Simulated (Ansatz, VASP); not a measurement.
Given: the input of a run of VASP 6.6.1 on La.

Contents of INCAR:

```
SYSTEM = La
PREC = Accurate
ENCUT = 520
EDIFF = 1E-6
ISMEAR = -1
SIGMA = 0.05
LREAL = .False.
LASPH = .True.
NELM = 60
ALGO = Normal
ISIF = 2
LWAVE = .False.
LCHARG = .True.
GGA = PS
LELF = .True.
LVHAR = .True.
NBANDS = 18
```

Contents of KPOINTS:

```
regular mesh
0
Gamma
  8 8 5
  0 0 0
```

Contents of POSCAR:

```
La
1.0
    3.7993477643      0.0000000000      0.0000000000
   -1.8996738822      3.2903316817      0.0000000000
    0.0000000000      0.0000000000      6.1498775812
La
2
Direct
    0.6666666667      0.3333333333      0.7500000000
    0.3333333333      0.6666666667      0.2500000000
```

Potentials or basis: VASP PAW PBE potentials, release 64 (La).

Run with:

```console
$ cat potpaw_PBE.64/La/POTCAR > POTCAR
$ mpirun -np 1 vasp_std > vasp.out
```

Question: Set up the same calculation for Ansatz 0.2.0. Potentials there: all-electron LAPW, scalar-relativistic.

Answer: As run (the cutoff follows the program's own potentials):

input.yaml

```yaml
crystal:
  lattice:
    - [3.7993477643, 0.0, 0.0]
    - [-1.8996738822, 3.2903316817, 0.0]
    - [0.0, 0.0, 6.1498775812]
  atoms:
    - { symbol: La, position: [0.6666666667, 0.3333333333, 0.75] }
    - { symbol: La, position: [0.3333333333, 0.6666666667, 0.25] }
kpoints:
  mp_grid: { grid: [8, 8, 5] }
scf:
  occupations: { method: fermi_dirac, width: 0.05 }
hamiltonian:
  xc: pbesol
  pseudopotentials: { kind: all_electron, lapw: { basis_error: 0.0005 } }
output:
  forces: true
  stress: true
  eigenvalues: true
```

Potentials or basis: all-electron LAPW, scalar-relativistic.

Command:

```bash
$ ansatz run input.yaml --threads 2 --pin off --max-ram 6144MiB --backend cpu --events-out ev --progress --plain --runs-dir out
```

Both were run:

|  | VASP | Ansatz | Ansatz less VASP |
| --- | --- | --- | --- |
| gap on the k mesh at the Fermi level (eV) | none | none | - |
| pressure (GPa) | -2.3 | -2.3 | 0.00 |
| traceless stress, the component that is largest in VASP (GPa) | -0.25 | -0.26 | -0.010 |

VASP's potentials were made for PBE, not for PBEsol. A gap of «none» marks a metal or a gap that the smearing closes. Ansatz ran all-electron here, and VASP with PAW potentials.

Spin-orbit coupling is off throughout.
